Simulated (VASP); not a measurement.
# Si (a cell with a defect) in VASP: notebook

The runs below take Si (a cell with a defect) through single point, relaxation of the atoms, with PBEsol.

All numbers are computed with VASP 6.6.1; they aren't measurements. Logs are shortened: lines on timing, memory, paths and dates and some standing lists are left out, and cuts for length are marked.

## 1. The cell of the first run

The cell holds a defect, 17 atoms: a = 7.679 Å, b = 7.679 Å, c = 7.679 Å, α = 60.00°, β = 60.00°, γ = 60.00°.

## 2. Single point, PBEsol

INCAR reads:

```
ALGO = Normal
EDIFF = 1E-7
ENCUT = 520
GGA = PS
ISIF = 2
ISMEAR = -1
LASPH = T
LCHARG = F
LREAL = Auto
LWAVE = F
NBANDS = 48
NELM = 80
PREC = Accurate
SIGMA = 0.05
```

KPOINTS reads:

```
k-points
0
Gamma
  2 2 2
```

POSCAR reads:

```
Si
1.0
    0.0000000000      5.4300000000      5.4300000000
    5.4300000000      0.0000000000      5.4300000000
    5.4300000000      5.4300000000      0.0000000000
Si
17
Direct
    0.0006127072      0.0003272560      0.0005197053
    0.1249445672      0.1250486188      0.1249872928
    0.0007011050      0.0003366483      0.4984858195
    0.1223260589      0.1215855433      0.6280505525
    0.0005237569      0.4986023941      0.0004635359
    0.1221188766      0.6279676796      0.1219065378
   -0.0058760589      0.5018604052      0.5020337017
    0.1222296501      0.6279591160      0.6280114180
    0.4984217311      0.0003668508      0.0006716390
    0.6281105893      0.1216323204      0.1221592081
    0.5025903315     -0.0073848066      0.5024717311
    0.6282016575      0.1216438306      0.6282016575
    0.5022463168      0.5019569982     -0.0063212707
    0.6280302947      0.6279776243      0.1221046961
    0.5024088398      0.5020226519      0.5023316759
    0.6256923573      0.6242242173      0.6252571823
    0.3756542357      0.3742264273      0.3752634438
```

Potentials or basis: VASP PAW PBE potentials, release 64 (Si).

Command:

```bash
$ cat potpaw_PBE.64/Si/POTCAR > POTCAR
$ mpirun -np 1 vasp_std > vasp.out
```

OUTCAR:

```text
EDIFF = 1E-7
   ENCUT = 520
   GGA = PS
   ISIF = 2
   ISMEAR = -1
   LASPH = T
   LREAL = Auto
   NELM = 80
   PREC = Accurate

 ion  position               nearest neighbor table
   1  0.001  0.000  0.001-   6 2.33   4 2.34  10 2.34   2 2.34
   2  0.125  0.125  0.125-   9 2.34   3 2.34   1 2.34   5 2.34
   3  0.001  0.000  0.498-   8 2.34   4 2.34  12 2.34   2 2.34
   4  0.122  0.122  0.628-   3 2.34   1 2.34  11 2.38   7 2.38  17 2.75
   5  0.001  0.499  0.000-   6 2.34   8 2.34  14 2.34   2 2.34
   6  0.122  0.628  0.122-   1 2.33   5 2.34   7 2.38  13 2.38  17 2.75
   7  0.994  0.502  0.502-  16 2.31   6 2.38   8 2.38   4 2.38  17 2.39
   8  0.122  0.628  0.628-   3 2.34   5 2.34  15 2.38   7 2.38  17 2.75
   9  0.498  0.000  0.001-  14 2.34  10 2.34  12 2.34   2 2.34
  10  0.628  0.122  0.122-   9 2.34   1 2.34  11 2.38  13 2.38  17 2.75
  11  0.503  0.993  0.502-  16 2.31   4 2.38  10 2.38  12 2.38  17 2.39
  12  0.628  0.122  0.628-   9 2.34   3 2.34  11 2.38  15 2.39  17 2.74
  13  0.502  0.502  0.994-  16 2.31   6 2.38  14 2.38  10 2.38  17 2.39
  14  0.628  0.628  0.122-   9 2.34   5 2.34  15 2.38  13 2.38  17 2.75
  15  0.502  0.502  0.502-  16 2.31   8 2.38  14 2.38  12 2.39  17 2.39
  16  0.626  0.624  0.625-  11 2.31  15 2.31  13 2.31   7 2.31
  17  0.376  0.374  0.375-   7 2.39  13 2.39  11 2.39  15 2.39  12 2.74  10 2.75   4 2.75  14 2.75
                             8 2.75   6 2.75

  LATTYP: Found a face centered cubic cell.
 ALAT       =    10.8600000000

  Lattice vectors:

 A1 = (   0.0000000000,   5.4300000000,   5.4300000000)
 A2 = (   5.4300000000,   0.0000000000,   5.4300000000)
 A3 = (   5.4300000000,   5.4300000000,   0.0000000000)

Analysis of symmetry for initial positions (statically):
=====================================================================
 Subroutine PRICEL returns:
 Original cell was already a primitive cell.

 Routine SETGRP: Setting up the symmetry group for a
 face centered cubic supercell.

 Subroutine GETGRP returns: Found  1 space group operations
 (whereof  1 operations were pure point group operations)
 out of a pool of 48 trial point group operations.

The static configuration has the point symmetry C_1 .

Analysis of symmetry for dynamics (positions and initial velocities):
=====================================================================
 Subroutine PRICEL returns:
 Original cell was already a primitive cell.

 Routine SETGRP: Setting up the symmetry group for a
 face centered cubic supercell.

 Subroutine GETGRP returns: Found  1 space group operations
 (whereof  1 operations were pure point group operations)
 out of a pool of 48 trial point group operations.

The dynamic configuration has the point symmetry C_1 .

 Subroutine INISYM returns: Found  1 space group operations
 (whereof  1 operations are pure point group operations),
 and found     1 'primitive' translations

----------------------------------------------------------------------------------------

                                     Primitive cell

  volume of cell :     320.2060

  direct lattice vectors                    reciprocal lattice vectors
     0.000000000  5.430000000  5.430000000    -0.092081031  0.092081031  0.092081031
     5.430000000  0.000000000  5.430000000     0.092081031 -0.092081031  0.092081031
     5.430000000  5.430000000  0.000000000     0.092081031  0.092081031 -0.092081031

  length of vectors
     7.679179644  7.679179644  7.679179644     0.159489025  0.159489025  0.159489025

  position of ions in fractional coordinates (direct lattice)
     0.000612707  0.000327256  0.000519705
     0.124944567  0.125048619  0.124987293
     0.000701105  0.000336648  0.498485819
     0.122326059  0.121585543  0.628050552
     0.000523757  0.498602394  0.000463536
     0.122118877  0.627967680  0.121906538
[... 9 lines left out ...]
     0.625692357  0.624224217  0.625257182
     0.375654236  0.374226427  0.375263444

  ion indices of the primitive-cell ions
   primitive index   ion index
                 1           1
                 2           2
                 3           3
                 4           4
                 5           5
                 6           6
[... 9 lines left out ...]
                16          16
                17          17

----------------------------------------------------------------------------------------

 KPOINTS: k-points

Automatic generation of k-mesh.
 Grid dimensions read from file:
 generate k-points for:    2    2    2

 Generating k-lattice:

  Cartesian coordinates                     Fractional coordinates (reciprocal lattice)
    -0.046040516  0.046040516  0.046040516     0.500000000  0.000000000  0.000000000
     0.046040516 -0.046040516  0.046040516     0.000000000  0.500000000  0.000000000
     0.046040516  0.046040516 -0.046040516     0.000000000  0.000000000  0.500000000

  Length of vectors
     0.079744512  0.079744512  0.079744512

  Shift w.r.t. Gamma in fractional coordinates (k-lattice)
     0.000000000  0.000000000  0.000000000

 Subroutine IBZKPT returns following result:
 ===========================================

 Found      8 irreducible k-points:

 Following reciprocal coordinates:
            Coordinates               Weight
  0.000000  0.000000  0.000000      1.000000
  0.500000  0.000000  0.000000      1.000000
  0.000000  0.500000  0.000000      1.000000
  0.000000  0.000000  0.500000      1.000000
  0.500000  0.500000  0.500000      1.000000
  0.500000  0.500000  0.000000      1.000000
  0.000000  0.500000  0.500000      1.000000
  0.500000  0.000000  0.500000      1.000000
   k-points           NKPTS =      8   k-points in BZ     NKDIM =      8   number of bands    NBANDS=     48
   number of dos      NEDOS =    301   number of ions     NIONS =     17
   total plane-waves  NPLWV = 216000
   dimension x,y,z NGX =    60 NGY =   60 NGZ =   60
   dimension x,y,z NGXF=   120 NGYF=  120 NGZF=  120
   ions per type =              17
   NGX,Y,Z   is equivalent  to a cutoff of  12.99, 12.99, 12.99 a.u.
   NGXF,Y,Z  is equivalent  to a cutoff of  25.98, 25.98, 25.98 a.u.
 SYSTEM =  unknown system
   PREC   = accura    normal or accurate (medium, high low for compatibility)
   ISTART =      0    job   : 0-new  1-cont  2-samecut
   ICHARG =      2    charge: 1-file 2-atom 10-const
   ISPIN  =      1    spin polarized calculation?
   LNONCOLLINEAR =      F non collinear calculations
   LSORBIT =      F    spin-orbit coupling
   LASPH  =      T    aspherical Exc in radial PAW
   ENCUT  =  520.0 eV  38.22 Ry    6.18 a.u.  14.28 14.28 14.28*2*pi/ulx,y,z
   NELM   =     80;   NELMIN=  2; NELMDL= -5     # of ELM steps
   EDIFF  = 0.1E-06   stopping-criterion for ELM
   LREAL  =      T    real-space projection
   EDIFFG = 0.1E-05   stopping-criterion for IOM
   NSW    =      0    number of steps for IOM
   IBRION =     -1    ionic relax: 0-MD 1-quasi-New 2-CG
   NFREE  =      0    steps in history (QN), initial steepest desc. (CG)
   ISIF   =      2    stress and relaxation
   ISYM   =      2    0-nonsym 1-usesym 2-fastsym
   POTIM  = 0.5000    time-step for ionic-motion
   TEBEG  =    0.0;   TEEND  =   0.0 temperature during run
   PSTRESS=    0.0 pullay stress
   NELECT =      68.0000    total number of electrons
   NUPDOWN=      -1.0000    fix difference up-down
   EMIN   =  10.00;   EMAX   =-10.00  energy-range for DOS
   EFERMI =   0.00;   METHOD = LEGACY
   ISMEAR =    -1;   SIGMA  =   0.05  broadening in eV -4-tet -1-fermi 0-gaus
   EFERMI_NEDOS =   21; number of points for ismear=-14 and -15
   IALGO  =     38    algorithm
   IMIX   =      4    mixing-type and parameters
     AMIX     =   0.40;   BMIX     =  1.00
     AMIX_MAG =   1.60;   BMIX_MAG =  1.00
  volume/ion in A,a.u.               =      18.84       127.11
  Fermi-wavevector in a.u.,A,eV,Ry     =   0.976715  1.845724 12.979587  0.953973
  Thomas-Fermi vector in A             =   2.107356
   LORBIT       =      0    0 simple, 1 ext, 2 COOP (PROOUT), +10 PAW based schemes
   GGA     = PS    functional components
   LHFCALC =     F    Hartree Fock is set to
   AEXX    =    0.0000 exact exchange contribution
   IVDW    =     0    specifies the selected vdW correction
   LEPSILON=     F    determine dielectric tensor
   LRPA    =     F    only Hartree local field effects (RPA)
 non-spin polarized calculation
  energy-cutoff  :      520.00
  volume of cell :      320.21
 maximum number of plane-waves:      8646
 NGX is ok and might be reduce to    60
   NGX = 29   NGY = 29   NGZ = 29

 number of electron      68.0000001 magnetization

 Free energy of the ion-electron system (eV)
  ---------------------------------------------------
  ext. energy  EPLUGINS =         0.00000000
  ---------------------------------------------------
  free energy    TOTEN  =       -93.94763162 eV

  energy without entropy =      -93.91085417  energy(sigma->0) =      -93.92924289

 E-fermi :   6.7560     XC(G=0):  -9.8068

 val. band max:        6.5629216175   @ k =   0.0000   0.0000   0.0000
 cond. band min:       6.8105523891   @ k =   0.5000   0.0000   0.5000
 fundamental gap:      0.2476307716
 Fermi energy:         6.7559888366

 k-point     1 :       0.0000    0.0000    0.0000
  band No.  band energies     occupation
      1      -6.3887      2.00000
      2      -3.8290      2.00000
      3      -3.6832      2.00000
      4      -3.6823      2.00000
      5      -3.6821      2.00000
      6      -2.8799      2.00000
[... 38 lines left out ...]
     45       8.0197      0.00000
     46       8.9733      0.00000

 k-point     2 :       0.5000    0.0000    0.0000
  band No.  band energies     occupation
      1      -5.9872      2.00000
      2      -5.0182      2.00000
      3      -3.6329      2.00000
      4      -3.4885      2.00000
      5      -3.4867      2.00000
      6      -3.0086      2.00000
[... 286 lines left out ...]
 k-point     8 :       0.5000    0.0000    0.5000
  band No.  band energies     occupation
      1      -5.8533      2.00000
      2      -4.7907      2.00000
      3      -4.0449      2.00000
      4      -3.9384      2.00000
      5      -3.9377      2.00000
      6      -3.6871      2.00000
[... 38 lines left out ...]
     45      10.0343      0.00000
     46      10.0381      0.00000
 [bands above 46 left out]

------------------------ aborting loop because EDIFF is reached ----------------------------------------

  FORCE on cell =-STRESS in cart. coord.  units (eV):
  Direction    XX          YY          ZZ          XY          YZ          ZX
  --------------------------------------------------------------------------------------
  -------------------------------------------------------------------------------------
  Total        6.9260155      6.9224571      6.9262199     -0.0021057      0.0011194     -0.0028797
  in kB       34.6548928     34.6370879     34.6559153     -0.0105363      0.0056009     -0.0144089
  external PRESSURE =      34.6492986 kB  Pullay stress =       0.0000000 kB

 VOLUME and BASIS-vectors are now :
 -----------------------------------------------------------------------------
  energy-cutoff  :      520.00
  volume of cell :      320.21
      direct lattice vectors                 reciprocal lattice vectors
     0.000000000  5.430000000  5.430000000    -0.092081031  0.092081031  0.092081031
     5.430000000  0.000000000  5.430000000     0.092081031 -0.092081031  0.092081031
     5.430000000  5.430000000  0.000000000     0.092081031  0.092081031 -0.092081031

 POSITION                                       TOTAL-FORCE (eV/Angst)
 -----------------------------------------------------------------------------------
      0.00460      0.00615      0.00510         0.014144      0.007263      0.012319
      1.35769      1.35713      1.35746        -0.000114      0.000175     -0.000011
      2.70861      2.71059      0.00564        -0.007256     -0.013652      0.010019
      4.07052      4.07454      1.32444         0.002351      0.000006      0.009296
      2.70993      0.00536      2.71025        -0.012420      0.010018     -0.014483
      4.07182      1.32506      4.07297        -0.001553      0.014732     -0.001833
[... 9 lines left out ...]
      6.78468      6.79266      6.78705         0.001577     -0.002738     -0.000069
      4.06973      4.07748      4.07185         0.000376      0.000092      0.001316
 -----------------------------------------------------------------------------------
    total drift:                                0.005574     -0.009766      0.001115

  FREE ENERGIE OF THE ION-ELECTRON SYSTEM (eV)
  ---------------------------------------------------
  free  energy   TOTEN  =       -93.9476316215 eV

  energy  without entropy=      -93.9108541681  energy(sigma->0) =      -93.92924289
```

It took 3.6 min on 1 thread of AMD EPYC 7R43 (Zen 3), shared host; peak memory 0.42 GiB.

What came out:

| Property | Result |
| --- | --- |
| Free energy | -93.9476 eV |
| Pressure | 3.5 GPa |
| Largest force | 0.022 eV/Å |
| Band gap on the k mesh | zero (bands 34 and 35 overlap by 0.25 eV) |

Forces on the atoms (eV/Å):
```
Si   0.014  0.007  0.012
Si   0.000  0.000  0.000
Si  -0.007 -0.014  0.010
Si   0.002  0.000  0.009
Si  -0.012  0.010 -0.014
Si  -0.002  0.015 -0.002
Si   0.010 -0.009 -0.013
Si  -0.012  0.002 -0.004
Si   0.010 -0.012 -0.007
Si   0.008  0.002  0.004
Si   0.000  0.002  0.001
Si  -0.001 -0.009  0.002
Si  -0.010 -0.004  0.007
Si  -0.004  0.004 -0.009
Si   0.001  0.008  0.003
Si   0.002 -0.003  0.000
Si   0.000  0.000  0.001
```

Caveat: the k points lie up to 0.50 Å⁻¹ apart; the PAW data sets were made with another functional, which shifts forces and pressure a little.

[end of part 1 of 2]
